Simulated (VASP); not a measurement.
Runs of VASP 6.6.1 on Ta. The structure is that of space group P6_3/mmc (No. 194), or close to it. The cells are those of the table. 

| cell | k mesh | gap on the mesh (eV) | pressure (GPa) |
| --- | --- | --- | --- |
| a = 2.892, b = 2.892, c = 5.107 Å, angles 90.0, 90.0, 120.0°, 2 atoms | 16 × 16 × 8 | none | 0.4 |
| a = 2.877, b = 2.877, c = 5.082 Å, angles 90.0, 90.0, 120.0°, 2 atoms | 16 × 16 × 8 | none | 3.5 |
| a = 2.892, b = 2.892, c = 5.107 Å, angles 90.0, 90.0, 120.0°, 2 atoms | 16 × 16 × 9 | none | (a) |
| a = 2.906, b = 2.906, c = 5.133 Å, angles 90.0, 90.0, 120.0°, 2 atoms | 16 × 16 × 8 | none | -2.5 |

Alike in all rows: task single point; level r2SCAN; potentials or basis VASP PAW PBE potentials, release 64 (Ta_pv); no spin polarisation; cutoff (eV) 520; smearing methfessel-paxton 0.05 eV.

**Question.** Fill in the values left out.

**Answer.** (a) 0.5.

Caveats: the PAW data sets were made with another functional, which shifts forces and pressure a little; spin-orbit coupling is left out, which moves the levels of the heavy elements.

A k mesh can miss the band edges, and the runs leave out spin-orbit coupling on Ta.

A gap of «none» marks levels without a gap at the run's occupations.
